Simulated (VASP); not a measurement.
Input of a VASP 6.6.1 run:

File INCAR:

```
SYSTEM = ZnO
ALGO = Normal
EDIFF = 1E-6
ENCUT = 520
GGA = CA
ISIF = 2
ISMEAR = 0
LASPH = .TRUE.
LCHARG = .FALSE.
LREAL = .FALSE.
LWAVE = .FALSE.
NBANDS = 16
NELM = 60
PREC = Accurate
SIGMA = 0.05
```

File KPOINTS:

```
k-points
0
G
  12 12 12
  0 0 0
```

Contents of POSCAR:

```
ZnO
1.0
    0.0000000000      2.1152059500      2.0609699000
    2.1152059500      0.0000000000      2.0609699000
    2.1152059500      2.1152059500      0.0000000000
Zn O
1 1
Direct
    0.0000000000      0.0000000000      0.0000000000
    0.5000000000      0.5000000000      0.5000000000
```

Potentials or basis: VASP PAW LDA potentials, release 64 (Zn, O).

Launch:

```console
$ cat potpaw_LDA.64/Zn/POTCAR potpaw_LDA.64/O/POTCAR > POTCAR
$ mpirun -np 1 vasp_std > vasp.out
```

Q: Predict the pressure.

A: 4.9 GPa.

Q: Predict the band gap on the k mesh.

A: 1.10 eV, indirect (least direct gap 2.74 eV).

Stress tensor (GPa, compression positive):
```
3.60 0.00 0.00
0.00 3.60 0.00
0.00 0.00 7.36
```

Caveat: the cell differs from its parent crystal (strain -0.025 along x and y, -0.050 along z). A k mesh can miss the band edges.
